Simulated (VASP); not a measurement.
Runs of VASP 6.6.1 on Cu5W. The structure is cubic, space group F-43m (No. 216). The conventional cell has a = 6.738 Å, b = 6.738 Å, c = 6.738 Å, α = 90.00°, β = 90.00°, γ = 90.00°. Within 3.7 Å of W (site symmetry -43m) lie 16 Cu at 2.79 to 2.92 Å. Cu (site symmetry -43m) has 12 Cu at 2.79 Å and 4 W at 2.92 Å within 3.7 Å. Within 3.1 Å of Cu (site symmetry 3m) lie 9 Cu at 2.38 to 2.79 Å and 3 W at 2.79 Å. 

```csv
potentials or basis,k mesh,cutoff (eV),smearing,second run,gap on the mesh (eV),pressure (GPa)
"VASP PAW PBE potentials, release 64 (W_sv, Cu)",5 × 5 × 5,520,fermi-dirac 0.0202 eV,-,none,-8.1
"VASP PAW PBE potentials, release 64 (W_sv, Cu_sv_GW)",5 × 5 × 5,700,fermi-dirac 0.0202 eV,valence_matched,none,(a)
"VASP PAW PBE potentials, release 64 (W_sv, Cu)",8 × 8 × 8,520,fermi-dirac 0.0202 eV,-,none,-8.2
"VASP PAW PBE potentials, release 64 (W_sv, Cu)",5 × 5 × 5,520,methfessel-paxton 0.025 eV,-,none,-8.2
"VASP PAW PBE potentials, release 64 (W_sv, Cu_sv_GW)",5 × 5 × 5,700,methfessel-paxton 0.025 eV,valence_matched,none,-12.3
```

Alike in all rows: task single point; level PBEsol; no spin polarisation; cell as given.

**Question.** Estimate the missing entries.

**Answer.** (a) -12.1.

Caveats: the PAW data sets were made with another functional, which shifts forces and pressure a little; spin-orbit coupling is left out, which moves the levels of the heavy elements.

A k mesh can miss the band edges, and the runs leave out spin-orbit coupling on W.

A gap of «none» marks levels without a gap at the run's occupations.

The runs don't all hold the same shells in valence.
